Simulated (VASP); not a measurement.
Runs of VASP 6.6.1 on KCd2P2. The structure is that of space group P6/mmm (No. 191), or close to it. The cells are those of the table. The cell was generated, and may not be a known phase.

```tsv
task	cell	k mesh	gap on the mesh (eV)	pressure (GPa)	relaxed volume (Å³/atom)
single point	a = 5.586, b = 5.586, c = 5.163 Å, angles 90.0, 90.0, 120.0°, 5 atoms	6 × 6 × 8	none	0.1	-
relaxation of cell and atoms	relaxed from a = 4.029, b = 4.029, c = 8.587 Å, angles 90.0, 90.0, 120.0°, 5 atoms	6 × 6 × 2	none	0.0	(c)
single point	a = 4.029, b = 4.029, c = 8.587 Å, angles 90.0, 90.0, 120.0°, 5 atoms	6 × 6 × 2	none	37.0	-
single point	a = 5.365, b = 5.365, c = 5.268 Å, angles 90.0, 90.0, 120.0°, 5 atoms	6 × 6 × 2	none	0.4	-
relaxation of cell and atoms	relaxed from a = 5.842, b = 5.842, c = 4.953 Å, angles 90.0, 90.0, 120.0°, 5 atoms	6 × 6 × 8	none	0.0	(a)
relaxation of cell and atoms	relaxed from a = 5.365, b = 5.365, c = 5.268 Å, angles 90.0, 90.0, 120.0°, 5 atoms	6 × 6 × 4	none	0.0	(b)
single point	a = 5.631, b = 5.631, c = 5.123 Å, angles 90.0, 90.0, 120.0°, 5 atoms	12 × 12 × 8	none	0.2	-
single point	a = 5.842, b = 5.842, c = 4.953 Å, angles 90.0, 90.0, 120.0°, 5 atoms	6 × 6 × 4	none	0.3	-
```

Alike in all rows: level PBE; potentials or basis VASP PAW PBE potentials, release 64 (K_sv, Cd, P); no spin polarisation; cutoff (eV) 500; smearing gaussian 0.1 eV.

**Question.** Estimate the missing entries.

**Answer.** (a) 27.89; (b) 29.26; (c) 26.42.

Caveats: some runs use coarse meshes; a cell axis changed by over 15 % at a fixed basis, so the end point is rough (at least some runs).

A k mesh can miss the band edges, and the runs leave out spin-orbit coupling on Cd.

A gap of «none» marks levels without a gap at the run's occupations.
